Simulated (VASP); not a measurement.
# Ba (I4/mmm) in VASP: single point with r2SCAN

Aim: the single point of Ba with r2SCAN.

Program: VASP 6.6.1. These are calculated values, not measurements. Logs are shortened: lines on timing, memory, paths and dates and some standing lists are left out, and cuts for length are marked.

### Step 1. The cell of the first run

It takes space group I4/mmm (No. 139, tetragonal). The conventional cell has a = 5.063 Å, b = 5.063 Å, c = 5.083 Å, α = 90.00°, β = 90.00°, γ = 90.00°. Ba (site symmetry 4/mmm) has 14 Ba at 4.39 to 5.08 Å within 5.8 Å.

### Step 2. Single point, r2SCAN

File POSCAR:

```
Ba
1.0
   -2.5316681000      2.5316681000      2.5417119722
    2.5316681000     -2.5316681000      2.5417119722
    2.5316681000      2.5316681000     -2.5417119722
Ba
1
Direct
    0.0000000000      0.0000000000      0.0000000000
```

File INCAR.step1:

```
  PREC = Accurate
  ENCUT = 520
  ISMEAR = 0
  SIGMA = 0.1
  LREAL = False
  LASPH = True
  NELM = 100
  NBANDS = 11
  GGA = PE
  ALGO = Normal
  EDIFF = 1E-4
  LWAVE = True
  LCHARG = False
```

File INCAR.step2:

```
  PREC = Accurate
  ENCUT = 520
  EDIFF = 1E-7
  ISMEAR = 0
  SIGMA = 0.1
  LREAL = False
  LASPH = True
  NELM = 100
  ALGO = Normal
  ISIF = 2
  LWAVE = False
  LCHARG = False
  METAGGA = R2SCAN
  LMIXTAU = True
  NBANDS = 11
  ISTART = 1
```

File KPOINTS:

```
regular mesh
0
Gamma
  16 16 16
```

Potentials or basis: VASP PAW PBE potentials, release 64 (Ba_sv).

The run is started by

```
$ cat potpaw_PBE.64/Ba_sv/POTCAR > POTCAR
$ cp INCAR.step1 INCAR
$ mpirun -np 1 vasp_std > vasp.out
$ cp INCAR.step2 INCAR
$ mpirun -np 1 vasp_std > vasp.out
```

OUTCAR:

```text
PREC = Accurate
   ENCUT = 520
   EDIFF = 1E-7
   ISMEAR = 0
   LREAL = False
   LASPH = True
   NELM = 100
   ISIF = 2
   METAGGA = R2SCAN
   ISTART = 1

 ion  position               nearest neighbor table
   1  0.000  0.000  0.000-

  LATTYP: Found a body centered tetragonal cell.
 ALAT       =     5.0633362000
 C/A-ratio  =     1.0039672942

  Lattice vectors:

 A1 = (  -2.5316681000,   2.5316681000,   2.5417119722)
 A2 = (   2.5316681000,  -2.5316681000,   2.5417119722)
 A3 = (   2.5316681000,   2.5316681000,  -2.5417119722)

Analysis of symmetry for initial positions (statically):
=====================================================================
 Subroutine PRICEL returns:
 Original cell was already a primitive cell.

 Routine SETGRP: Setting up the symmetry group for a
 body centered tetragonal supercell.

 Subroutine GETGRP returns: Found 16 space group operations
 (whereof 16 operations were pure point group operations)
 out of a pool of 16 trial point group operations.

The static configuration has the point symmetry D_4h.

Analysis of symmetry for dynamics (positions and initial velocities):
=====================================================================
 Subroutine PRICEL returns:
 Original cell was already a primitive cell.

 Routine SETGRP: Setting up the symmetry group for a
 body centered tetragonal supercell.

 Subroutine GETGRP returns: Found 16 space group operations
 (whereof 16 operations were pure point group operations)
 out of a pool of 16 trial point group operations.

The dynamic configuration has the point symmetry D_4h.

 Subroutine INISYM returns: Found 16 space group operations
 (whereof 16 operations are pure point group operations),
 and found     1 'primitive' translations

----------------------------------------------------------------------------------------

                                     Primitive cell

  volume of cell :      65.1628

  direct lattice vectors                    reciprocal lattice vectors
    -2.531668100  2.531668100  2.541711972     0.000000000  0.197498242  0.196717805
     2.531668100 -2.531668100  2.541711972     0.197498242  0.000000000  0.196717805
     2.531668100  2.531668100 -2.541711972     0.197498242  0.197498242  0.000000000

  length of vectors
     4.390784268  4.390784268  4.390784268     0.278753387  0.278753387  0.279304693

  position of ions in fractional coordinates (direct lattice)
     0.000000000  0.000000000  0.000000000

  ion indices of the primitive-cell ions
   primitive index   ion index
                 1           1

----------------------------------------------------------------------------------------

 KPOINTS: regular mesh

Automatic generation of k-mesh.
 Grid dimensions read from file:
 generate k-points for:   16   16   16

 Generating k-lattice:

  Cartesian coordinates                     Fractional coordinates (reciprocal lattice)
     0.000000000  0.012343640  0.012294863     0.062500000  0.000000000 -0.000000000
     0.012343640  0.000000000  0.012294863     0.000000000  0.062500000 -0.000000000
     0.012343640  0.012343640  0.000000000     0.000000000  0.000000000  0.062500000

  Length of vectors
     0.017422087  0.017422087  0.017456543

  Shift w.r.t. Gamma in fractional coordinates (k-lattice)
     0.000000000  0.000000000  0.000000000

 Subroutine IBZKPT returns following result:
 ===========================================

 Found    349 irreducible k-points:

 Following reciprocal coordinates:
            Coordinates               Weight
  0.000000  0.000000  0.000000      1.000000
  0.062500  0.000000 -0.000000      8.000000
  0.125000  0.000000 -0.000000      8.000000
  0.187500  0.000000  0.000000      8.000000
  0.250000  0.000000 -0.000000      8.000000
  0.312500  0.000000 -0.000000      8.000000
[... 16 lines left out ...]
 -0.125000  0.062500  0.000000     16.000000
 -0.062500  0.062500  0.000000      4.000000
 [... further k-points ...]
   k-points           NKPTS =    349   k-points in BZ     NKDIM =    349   number of bands    NBANDS=     11
   number of dos      NEDOS =    301   number of ions     NIONS =      1
   total plane-waves  NPLWV =  46656
   dimension x,y,z NGX =    36 NGY =   36 NGZ =   36
   dimension x,y,z NGXF=    72 NGYF=   72 NGZF=   72
   ions per type =               1
   NGX,Y,Z   is equivalent  to a cutoff of  13.63, 13.63, 13.63 a.u.
   NGXF,Y,Z  is equivalent  to a cutoff of  27.26, 27.26, 27.26 a.u.
 SYSTEM =  unknown system
   PREC   = accura    normal or accurate (medium, high low for compatibility)
   ISTART =      1    job   : 0-new  1-cont  2-samecut
   ICHARG =      0    charge: 1-file 2-atom 10-const
   ISPIN  =      1    spin polarized calculation?
   LNONCOLLINEAR =      F non collinear calculations
   LSORBIT =      F    spin-orbit coupling
   LASPH  =      T    aspherical Exc in radial PAW
   ENCUT  =  520.0 eV  38.22 Ry    6.18 a.u.   8.16  8.16  8.16*2*pi/ulx,y,z
   NELM   =    100;   NELMIN=  2; NELMDL=  0     # of ELM steps
   EDIFF  = 0.1E-06   stopping-criterion for ELM
   LREAL  =      F    real-space projection
   EDIFFG = 0.1E-05   stopping-criterion for IOM
   NSW    =      0    number of steps for IOM
   IBRION =     -1    ionic relax: 0-MD 1-quasi-New 2-CG
   NFREE  =      0    steps in history (QN), initial steepest desc. (CG)
   ISIF   =      2    stress and relaxation
   ISYM   =      2    0-nonsym 1-usesym 2-fastsym
   POTIM  = 0.5000    time-step for ionic-motion
   TEBEG  =    0.0;   TEEND  =   0.0 temperature during run
   PSTRESS=    0.0 pullay stress
   NELECT =      10.0000    total number of electrons
   NUPDOWN=      -1.0000    fix difference up-down
   EMIN   =  10.00;   EMAX   =-10.00  energy-range for DOS
   EFERMI =   0.00;   METHOD = LEGACY
   ISMEAR =     0;   SIGMA  =   0.10  broadening in eV -4-tet -1-fermi 0-gaus
   EFERMI_NEDOS =   21; number of points for ismear=-14 and -15
   IALGO  =     38    algorithm
   IMIX   =      4    mixing-type and parameters
     AMIX     =   0.40;   BMIX     =  1.00
     AMIX_MAG =   1.60;   BMIX_MAG =  1.00
  volume/ion in A,a.u.               =      65.16       439.74
  Fermi-wavevector in a.u.,A,eV,Ry     =   0.876479  1.656305 10.452207  0.768216
  Thomas-Fermi vector in A             =   1.996295
   LORBIT       =      0    0 simple, 1 ext, 2 COOP (PROOUT), +10 PAW based schemes
   METAGGA = R2SCAN    functional components
   LHFCALC =     F    Hartree Fock is set to
   AEXX    =    0.0000 exact exchange contribution
   IVDW    =     0    specifies the selected vdW correction
   LEPSILON=     F    determine dielectric tensor
   LRPA    =     F    only Hartree local field effects (RPA)
 non-spin polarized calculation
 Gauss-broadening in eV      SIGMA  =   0.10
  energy-cutoff  :      520.00
  volume of cell :       65.16
 maximum number of plane-waves:      1776
 NGX is ok and might be reduce to    36
   NGX = 17   NGY = 17   NGZ = 17

 number of electron      10.0000000 magnetization

 Free energy of the ion-electron system (eV)
  ---------------------------------------------------
  ext. energy  EPLUGINS =         0.00000000
  ---------------------------------------------------
  free energy    TOTEN  =       -26.43636751 eV

  energy without entropy =      -26.43069251  energy(sigma->0) =      -26.43353001

 E-fermi :   1.6076     XC(G=0):  -7.7161

 val. band max:        1.6045613584   @ k =   0.3750   0.3125   0.1250
 cond. band min:       1.6093721485   @ k =  -0.3125  -0.3125   0.0625
 fundamental gap:      0.0048107901
 Fermi energy:         1.6076351205

 k-point     1 :       0.0000    0.0000    0.0000
  band No.  band energies     occupation
      1     -28.3594      2.00000
      2     -12.9083      2.00000
      3     -12.9081      2.00000
      4     -12.9081      2.00000
      5      -1.2539      2.00000
      6       3.7058      0.00000
      7       3.7058      0.00000
      8       3.7295      0.00000
      9       5.0075      0.00000
     10       5.0430      0.00000
     11       8.7830      0.00000

 k-point     2 :       0.0625    0.0000   -0.0000
  band No.  band energies     occupation
      1     -28.3579      2.00000
      2     -12.9256      2.00000
      3     -12.9133      2.00000
      4     -12.9084      2.00000
      5      -1.1795      2.00000
      6       3.6503      0.00000
      7       3.6695      0.00000
      8       3.7922      0.00000
      9       4.9009      0.00000
     10       5.0288      0.00000
     11       8.8872      0.00000

 k-point     3 :       0.1250    0.0000   -0.0000
  band No.  band energies     occupation
      1     -28.3535      2.00000
      2     -12.9747      2.00000
      3     -12.9279      2.00000
      4     -12.9088      2.00000
      5      -0.9638      2.00000
      6       3.4765      0.00000
      7       3.5153      0.00000
      8       4.0103      0.00000
      9       4.7282      0.00000
     10       5.0175      0.00000
     11       9.1096      0.00000

 k-point     4 :       0.1875    0.0000    0.0000
  band No.  band energies     occupation
      1     -28.3470      2.00000
      2     -13.0466      2.00000
      3     -12.9497      2.00000
      4     -12.9094      2.00000
      5      -0.6298      2.00000
      6       3.2157      0.00000
      7       3.2471      0.00000
      8       4.3677      0.00000
      9       4.7019      0.00000
     10       5.0288      0.00000
     11       9.2845      0.00000

 k-point     5 :       0.2500    0.0000   -0.0000
  band No.  band energies     occupation
      1     -28.3393      2.00000
      2     -13.1292      2.00000
      3     -12.9752      2.00000
      4     -12.9101      2.00000
      5      -0.2191      2.00000
      6       2.8820      0.00000
      7       3.0116      0.00000
      8       4.8074      0.00000
      9       4.8521      0.00000
     10       5.0849      0.00000
     11       9.0992      0.00000
[... 211 lines left out ...]
 k-point    21 :      -0.2500    0.0625    0.0000
  band No.  band energies     occupation
      1     -28.3424      2.00000
      2     -13.0941      2.00000
      3     -12.9617      2.00000
      4     -12.9159      2.00000
      5      -0.3809      2.00000
      6       3.0058      0.00000
      7       3.1044      0.00000
      8       4.6204      0.00000
      9       4.6728      0.00000
     10       5.1669      0.00000
     11       9.3272      0.00000

 k-point    22 :      -0.1875    0.0625   -0.0000
  band No.  band energies     occupation
      1     -28.3495      2.00000
      2     -13.0188      2.00000
      3     -12.9365      2.00000
      4     -12.9148      2.00000
      5      -0.7575      2.00000
      6       3.3283      0.00000
      7       3.3384      0.00000
      8       4.2339      0.00000
      9       4.6149      0.00000
     10       5.0891      0.00000
     11       9.2612      0.00000

 k-point    23 :      -0.1250    0.0625    0.0000
  band No.  band energies     occupation
      1     -28.3549      2.00000
      2     -12.9593      2.00000
      3     -12.9190      2.00000
      4     -12.9126      2.00000
      5      -1.0337      2.00000
      6       3.5363      0.00000
      7       3.5666      0.00000
      8       3.9385      0.00000
      9       4.7497      0.00000
     10       5.0329      0.00000
     11       9.0116      0.00000

 k-point    24 :      -0.0625    0.0625    0.0000
  band No.  band energies     occupation
      1     -28.3579      2.00000
      2     -12.9255      2.00000
      3     -12.9136      2.00000
      4     -12.9083      2.00000
      5      -1.1792      2.00000
      6       3.6383      0.00000
      7       3.6918      0.00000
      8       3.7796      0.00000
      9       4.9284      0.00000
     10       5.0019      0.00000
     11       8.9049      0.00000

 [... further k-points ...]
[... 5 lines left out ...]
  --------------------------------------------------------------------------------------
  -------------------------------------------------------------------------------------
  Total        0.0216671      0.0216671      0.0115117      0.0000000      0.0000000      0.0000000
  in kB        0.5327353      0.5327353      0.2830417      0.0000000      0.0000000      0.0000000
  external PRESSURE =       0.4495041 kB  Pullay stress =       0.0000000 kB

 VOLUME and BASIS-vectors are now :
 -----------------------------------------------------------------------------
  energy-cutoff  :      520.00
  volume of cell :       65.16
      direct lattice vectors                 reciprocal lattice vectors
    -2.531668100  2.531668100  2.541711972     0.000000000  0.197498242  0.196717805
     2.531668100 -2.531668100  2.541711972     0.197498242  0.000000000  0.196717805
     2.531668100  2.531668100 -2.541711972     0.197498242  0.197498242  0.000000000

 POSITION                                       TOTAL-FORCE (eV/Angst)
 -----------------------------------------------------------------------------------
      0.00000      0.00000      0.00000        -0.000000      0.000000      0.000000
 -----------------------------------------------------------------------------------
    total drift:                               -0.000000      0.000000      0.000000

  FREE ENERGIE OF THE ION-ELECTRON SYSTEM (eV)
  ---------------------------------------------------
  free  energy   TOTEN  =       -26.4363675072 eV

  energy  without entropy=      -26.4306925138  energy(sigma->0) =      -26.43353001
```

It took 16 min on 1 thread of Intel Xeon Platinum 8259CL at 2.50GHz (Skylake/Cascade Lake), shared host; peak memory 0.4 GiB.

What came out:

| Item | Value |
| --- | --- |
| Free energy | -26.4364 eV |
| Pressure | 0.0 GPa |
| Band gap on the k mesh | zero (bands 5 and 6 overlap by 1.10 eV) |

Caveat: the PAW data sets were made with another functional, which shifts forces and pressure a little; spin-orbit coupling is left out, which moves the levels of the heavy elements.
